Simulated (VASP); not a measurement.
# Ca (Fm-3m) in VASP: density of states with PBEsol

Aim: the density of states of Ca with PBEsol.

Program: VASP 6.6.1. These are calculated values, not measurements. Logs are shortened: lines on timing, memory, paths and dates and some standing lists are left out, and cuts for length are marked.

## Step 1: The cell of the first run

It takes space group Fm-3m (No. 225, cubic). The conventional cell has a = 4.020 Å, b = 4.020 Å, c = 4.020 Å, α = 90.00°, β = 90.00°, γ = 90.00°. Within 3.7 Å of Ca (site symmetry m-3m) lie 12 Ca at 2.84 Å.

## Step 2: Density of states, PBEsol (volume scaled by 0.4)

POSCAR reads:

```
Ca
1.0
    0.0000000000      2.0099999175      2.0099999175
    2.0099999175      0.0000000000      2.0099999175
    2.0099999175      2.0099999175      0.0000000000
Ca
1
Direct
    0.0000000000      0.0000000000      0.0000000000
```

INCAR.step1 reads:

```
SYSTEM = Ca
ALGO     = Normal         ! electronic algorithm
EDIFF    = 1E-7           ! SCF threshold, eV
ENCUT    = 520            ! plane-wave cutoff, eV
GGA      = PS             ! functional
ISIF     = 2              ! what is computed and relaxed
ISMEAR   = -1             ! smearing method
LASPH    = .True.         ! aspherical terms in the spheres
LCHARG   = .True.         ! write CHGCAR
LREAL    = .False.        ! projectors in reciprocal space
LWAVE    = .False.        ! write WAVECAR
NBANDS   = 11             ! bands
NELM     = 100            ! most SCF steps
PREC     = Accurate       ! precision mode
SIGMA    = 0.05           ! smearing width, eV
```

KPOINTS.step1 reads:

```
k-points
0
Gamma
  13 13 13
  0 0 0
```

INCAR.step2 reads:

```
SYSTEM = Ca
ALGO     = Normal         ! electronic algorithm
EDIFF    = 1E-7           ! SCF threshold, eV
ENCUT    = 520            ! plane-wave cutoff, eV
GGA      = PS             ! functional
ICHARG   = 11             ! starting density
ISIF     = 2              ! what is computed and relaxed
ISMEAR   = -5             ! smearing method
LASPH    = .True.         ! aspherical terms in the spheres
LCHARG   = .False.        ! write CHGCAR
LORBIT   = 10             ! projections on sites
LREAL    = .False.        ! projectors in reciprocal space
LWAVE    = .False.        ! write WAVECAR
NBANDS   = 11             ! bands
NEDOS    = 1001           ! points of the DOS
NELM     = 100            ! most SCF steps
PREC     = Accurate       ! precision mode
SIGMA    = 0.05           ! smearing width, eV
```

KPOINTS.step2 reads:

```
k-points
0
Gamma
  20 20 20
  0 0 0
```

Potentials or basis: VASP PAW PBE potentials, release 64 (Ca_sv).

Launch:

```bash
$ cat potpaw_PBE.64/Ca_sv/POTCAR > POTCAR
$ cp INCAR.step1 INCAR
$ cp KPOINTS.step1 KPOINTS
$ mpirun -np 1 vasp_std > vasp.out
$ cp INCAR.step2 INCAR
$ cp KPOINTS.step2 KPOINTS
$ mpirun -np 1 vasp_std > vasp.out
```

OUTCAR:

```text
SYSTEM = Ca
   EDIFF = 1E-7
   ENCUT = 520
   GGA = PS
   ICHARG = 11
   ISIF = 2
   ISMEAR = -5
   LASPH = .True.
   LORBIT = 10
   LREAL = .False.
   NELM = 100
   PREC = Accurate

 ion  position               nearest neighbor table
   1  0.000  0.000  0.000-

  LATTYP: Found a face centered cubic cell.
 ALAT       =     4.0199998350

  Lattice vectors:

 A1 = (   0.0000000000,   2.0099999175,   2.0099999175)
 A2 = (   2.0099999175,   0.0000000000,   2.0099999175)
 A3 = (   2.0099999175,   2.0099999175,   0.0000000000)

Analysis of symmetry for initial positions (statically):
=====================================================================
 Subroutine PRICEL returns:
 Original cell was already a primitive cell.

 Routine SETGRP: Setting up the symmetry group for a
 face centered cubic supercell.

 Subroutine GETGRP returns: Found 48 space group operations
[... 9 lines left out ...]

 Routine SETGRP: Setting up the symmetry group for a
 face centered cubic supercell.

 Subroutine GETGRP returns: Found 48 space group operations
[... 11 lines left out ...]
                                     Primitive cell

  volume of cell :      16.2412

  direct lattice vectors                    reciprocal lattice vectors
     0.000000000  2.009999918  2.009999918    -0.248756229  0.248756229  0.248756229
     2.009999918  0.000000000  2.009999918     0.248756229 -0.248756229  0.248756229
     2.009999918  2.009999918  0.000000000     0.248756229  0.248756229 -0.248756229

  length of vectors
     2.842569144  2.842569144  2.842569144     0.430858428  0.430858428  0.430858428

  position of ions in fractional coordinates (direct lattice)
     0.000000000  0.000000000  0.000000000

  ion indices of the primitive-cell ions
   primitive index   ion index
                 1           1

----------------------------------------------------------------------------------------

 KPOINTS: k-points

Automatic generation of k-mesh.
 Grid dimensions read from file:
 generate k-points for:   20   20   20

 Generating k-lattice:

  Cartesian coordinates                     Fractional coordinates (reciprocal lattice)
    -0.012437811  0.012437811  0.012437811     0.050000000  0.000000000  0.000000000
     0.012437811 -0.012437811  0.012437811     0.000000000  0.050000000  0.000000000
     0.012437811  0.012437811 -0.012437811     0.000000000  0.000000000  0.050000000

  Length of vectors
     0.021542921  0.021542921  0.021542921

  Shift w.r.t. Gamma in fractional coordinates (k-lattice)
     0.000000000  0.000000000  0.000000000

 TETIRR: Found   1093 inequivalent tetrahedra from    48000

 Subroutine IBZKPT returns following result:
 ===========================================

 Found    256 irreducible k-points:

 Following reciprocal coordinates:
            Coordinates               Weight
  0.000000  0.000000  0.000000      1.000000
  0.050000  0.000000  0.000000      8.000000
  0.100000  0.000000  0.000000      8.000000
  0.150000  0.000000  0.000000      8.000000
  0.200000  0.000000  0.000000      8.000000
  0.250000  0.000000  0.000000      8.000000
[... 16 lines left out ...]
 -0.400000  0.050000  0.000000     24.000000
 -0.350000  0.050000  0.000000     24.000000
 [... further k-points ...]
   k-points           NKPTS =    256   k-points in BZ     NKDIM =    256   number of bands    NBANDS=     11
   number of dos      NEDOS =   1001   number of ions     NIONS =      1
   total plane-waves  NPLWV =  13824
   dimension x,y,z NGX =    24 NGY =   24 NGZ =   24
   dimension x,y,z NGXF=    48 NGYF=   48 NGZF=   48
   ions per type =               1
   NGX,Y,Z   is equivalent  to a cutoff of  14.04, 14.04, 14.04 a.u.
   NGXF,Y,Z  is equivalent  to a cutoff of  28.07, 28.07, 28.07 a.u.
 SYSTEM =  Ca
   PREC   = accura    normal or accurate (medium, high low for compatibility)
   ISTART =      0    job   : 0-new  1-cont  2-samecut
   ICHARG =     11    charge: 1-file 2-atom 10-const
   ISPIN  =      1    spin polarized calculation?
   LNONCOLLINEAR =      F non collinear calculations
   LSORBIT =      F    spin-orbit coupling
   LASPH  =      T    aspherical Exc in radial PAW
   ENCUT  =  520.0 eV  38.22 Ry    6.18 a.u.   5.29  5.29  5.29*2*pi/ulx,y,z
   NELM   =    100;   NELMIN=  2; NELMDL=  0     # of ELM steps
   EDIFF  = 0.1E-06   stopping-criterion for ELM
   LREAL  =      F    real-space projection
   EDIFFG = 0.1E-05   stopping-criterion for IOM
   NSW    =      0    number of steps for IOM
   IBRION =     -1    ionic relax: 0-MD 1-quasi-New 2-CG
   NFREE  =      0    steps in history (QN), initial steepest desc. (CG)
   ISIF   =      2    stress and relaxation
   ISYM   =      2    0-nonsym 1-usesym 2-fastsym
   POTIM  = 0.5000    time-step for ionic-motion
   TEBEG  =    0.0;   TEEND  =   0.0 temperature during run
   PSTRESS=    0.0 pullay stress
   NELECT =      10.0000    total number of electrons
   NUPDOWN=      -1.0000    fix difference up-down
   EMIN   =  10.00;   EMAX   =-10.00  energy-range for DOS
   EFERMI =   0.00;   METHOD = LEGACY
   ISMEAR =    -5;   SIGMA  =   0.05  broadening in eV -4-tet -1-fermi 0-gaus
   EFERMI_NEDOS =   21; number of points for ismear=-14 and -15
   IALGO  =     38    algorithm
   IMIX   =      4    mixing-type and parameters
     AMIX     =   0.40;   BMIX     =  1.00
     AMIX_MAG =   1.60;   BMIX_MAG =  1.00
  volume/ion in A,a.u.               =      16.24       109.60
  Fermi-wavevector in a.u.,A,eV,Ry     =   1.392736  2.631889 26.391404  1.939713
  Thomas-Fermi vector in A             =   2.516450
   LORBIT       =     10    0 simple, 1 ext, 2 COOP (PROOUT), +10 PAW based schemes
   GGA     = PS    functional components
   LHFCALC =     F    Hartree Fock is set to
   AEXX    =    0.0000 exact exchange contribution
   IVDW    =     0    specifies the selected vdW correction
   LEPSILON=     F    determine dielectric tensor
   LRPA    =     F    only Hartree local field effects (RPA)
 non-spin polarized calculation
 Fermi weights with tetrahedron method with Bloechl corrections
  energy-cutoff  :      520.00
  volume of cell :       16.24
 maximum number of plane-waves:       450
 NGX is ok and might be reduce to    24

 number of electron      10.0000000 magnetization

 Free energy of the ion-electron system (eV)
  ---------------------------------------------------
  ext. energy  EPLUGINS =         0.00000000
  ---------------------------------------------------
  free energy    TOTEN  =         0.37005072 eV

  energy without entropy =        0.37005072  energy(sigma->0) =        0.37005072

 E-fermi :   7.1338     XC(G=0): -11.5932

 val. band max:        7.1498858511   @ k =  -0.2500   0.3500   0.1500
 cond. band min:       7.1113032263   @ k =  -0.4000   0.4000   0.0000
 fundamental gap:     -0.0385826248
 Fermi energy:         7.1338448164

 k-point     1 :       0.0000    0.0000    0.0000
  band No.  band energies     occupation
      1     -33.4473      2.00000
      2     -13.0947      2.00000
      3     -13.0947      2.00000
      4     -13.0947      2.00000
      5       2.9421      2.00000
      6      10.5326      0.00000
      7      10.5326      0.00000
      8      10.5326      0.00000
      9      13.5318      0.00000
     10      13.5318      0.00000
     11      21.6205      0.00000

 k-point     2 :       0.0500    0.0000    0.0000
  band No.  band energies     occupation
      1     -33.4326      2.00000
      2     -13.1682      2.00000
      3     -13.1023      2.00000
      4     -13.1023      2.00000
      5       3.0574      2.00000
      6      10.4246      0.00000
      7      10.5819      0.00000
      8      10.5819      0.00000
      9      13.4777      0.00000
     10      13.4777      0.00000
     11      21.8390      0.00000

 k-point     3 :       0.1000    0.0000    0.0000
  band No.  band energies     occupation
      1     -33.3896      2.00000
      2     -13.3776      2.00000
      3     -13.1240      2.00000
      4     -13.1240      2.00000
      5       3.3875      2.00000
      6      10.1402      0.00000
      7      10.7137      0.00000
      8      10.7137      0.00000
      9      13.3450      0.00000
     10      13.3450      0.00000
     11      22.4303      0.00000

 k-point     4 :       0.1500    0.0000    0.0000
  band No.  band energies     occupation
      1     -33.3219      2.00000
      2     -13.6937      2.00000
      3     -13.1575      2.00000
      4     -13.1575      2.00000
      5       3.8851      2.00000
      6       9.7750      0.00000
      7      10.8720      0.00000
      8      10.8720      0.00000
      9      13.2222      0.00000
     10      13.2222      0.00000
     11      23.1000      0.00000

 k-point     5 :       0.2000    0.0000    0.0000
  band No.  band energies     occupation
      1     -33.2351      2.00000
      2     -14.0766      2.00000
      3     -13.1993      2.00000
      4     -13.1993      2.00000
      5       4.4721      2.00000
      6       9.4437      0.00000
      7      10.9578      0.00000
      8      10.9578      0.00000
      9      13.2421      0.00000
     10      13.2421      0.00000
     11      22.6718      0.00000
[... 211 lines left out ...]
 k-point    21 :       0.5000    0.0500    0.0000
  band No.  band energies     occupation
      1     -32.7988      2.00000
      2     -15.6859      2.00000
      3     -13.4333      2.00000
      4     -13.4035      2.00000
      5       5.7793      2.00000
      6       9.8626      0.00000
      7      10.2708      0.00000
      8      10.7697      0.00000
      9      15.5625      0.00000
     10      15.6248      0.00000
     11      21.1090      0.00000

 k-point    22 :      -0.4500    0.0500    0.0000
  band No.  band energies     occupation
      1     -32.8044      2.00000
      2     -15.6667      2.00000
      3     -13.4429      2.00000
      4     -13.3894      2.00000
      5       5.7840      2.00000
      6       9.8887      0.00000
      7      10.2683      0.00000
      8      10.7224      0.00000
      9      15.3720      0.00000
     10      15.7179      0.00000
     11      20.9616      0.00000

 k-point    23 :      -0.4000    0.0500    0.0000
  band No.  band energies     occupation
      1     -32.8426      2.00000
      2     -15.5365      2.00000
      3     -13.4373      2.00000
      4     -13.3624      2.00000
      5       5.7994      2.00000
      6       9.9224      0.00000
      7      10.3469      0.00000
      8      10.4670      0.00000
      9      14.9420      0.00000
     10      15.5324      0.00000
     11      20.7347      0.00000

 k-point    24 :      -0.3500    0.0500    0.0000
  band No.  band energies     occupation
      1     -32.9089      2.00000
      2     -15.3052      2.00000
      3     -13.4169      2.00000
      4     -13.3250      2.00000
      5       5.7795      2.00000
      6       9.7096      0.00000
      7      10.3844      0.00000
      8      10.4992      0.00000
      9      14.3675      0.00000
     10      15.1286      0.00000
     11      20.8238      0.00000

 [... further k-points ...]
[... 5 lines left out ...]
  --------------------------------------------------------------------------------------
  -------------------------------------------------------------------------------------
  Total        5.7028193      5.7028193      5.7028193      0.0000000      0.0000000      0.0000000
  in kB      562.5771412    562.5771412    562.5771412      0.0000000      0.0000000      0.0000000
  external PRESSURE =     562.5771412 kB  Pullay stress =       0.0000000 kB

 VOLUME and BASIS-vectors are now :
 -----------------------------------------------------------------------------
  energy-cutoff  :      520.00
  volume of cell :       16.24
      direct lattice vectors                 reciprocal lattice vectors
     0.000000000  2.009999918  2.009999918    -0.248756229  0.248756229  0.248756229
     2.009999918  0.000000000  2.009999918     0.248756229 -0.248756229  0.248756229
     2.009999918  2.009999918  0.000000000     0.248756229  0.248756229 -0.248756229

 POSITION                                       TOTAL-FORCE (eV/Angst)
 -----------------------------------------------------------------------------------
      0.00000      0.00000      0.00000        -0.000000      0.000000     -0.000000
 -----------------------------------------------------------------------------------
    total drift:                                0.000000      0.000000      0.000000

  FREE ENERGIE OF THE ION-ELECTRON SYSTEM (eV)
  ---------------------------------------------------
  free  energy   TOTEN  =         0.3700507238 eV

  energy  without entropy=        0.3700507238  energy(sigma->0) =        0.37005072

 total charge

# of ion       s       p       d       tot
------------------------------------------
    1        2.176   5.798   0.714   8.687
```

It took 23 s on 1 thread of Intel Xeon Platinum 8488C (Sapphire Rapids), shared host; peak memory 0.17 GiB.

What came out:

```
Valence electrons inside the program's atomic spheres : Ca 8.69
```

Caveat: the PAW data sets were made with another functional, which shifts forces and pressure a little; tetrahedron occupations give inexact forces and stress in metals.
